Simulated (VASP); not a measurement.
Wanted: the native input for a VASP 6.6.1 run.

| Property | Result |
| --- | --- |
| Task | single point |
| Functional | PBEsol |
| Potentials or basis | VASP PAW PBE potentials, release 64 (As) |
| Cutoff | 520 eV |
| k mesh | 10 × 10 × 10 |
| Occupations | fermi-dirac, width 0.05 eV |
| Spin | no spin polarisation |
| Dipole correction | no |
| Further INCAR settings | ALGO = Normal; EDIFF = 1e-06; NBANDS = 8 |

The structure of As lies in POSCAR:

```
As
1.0
    2.6089276843      0.0000000000      0.0000000000
    0.0000000000      2.6089276843      0.0000000000
    0.0000000000      0.0000000000      2.6089276843
As
1
Direct
    0.5000000000      0.5000000000      0.5000000000
```

The input as run:

INCAR

```
PREC = Accurate
ENCUT = 520
EDIFF = 1E-6
ISMEAR = -1
SIGMA = 0.05
LREAL = False
LASPH = True
NELM = 100
ALGO = Normal
ISIF = 2
LWAVE = False
LCHARG = True
GGA = PS
LELF = True
LVHAR = True
NBANDS = 8
```

KPOINTS

```
Automatic mesh
0
Gamma
  10 10 10
```

Potentials or basis: VASP PAW PBE potentials, release 64 (As).

Run with:

```sh
$ cat potpaw_PBE.64/As/POTCAR > POTCAR
$ mpirun -np 1 vasp_std > vasp.out
```

It gave:

```json
{"Pressure": "10.6 GPa"}
```

Caveat: the PAW data sets were made with another functional, which shifts forces and pressure a little.

Wall time 8.2 s on 1 thread of AMD EPYC 7R43 64-Core Processor (Zen 3), with other jobs on the host, peak memory 0.09 GiB.
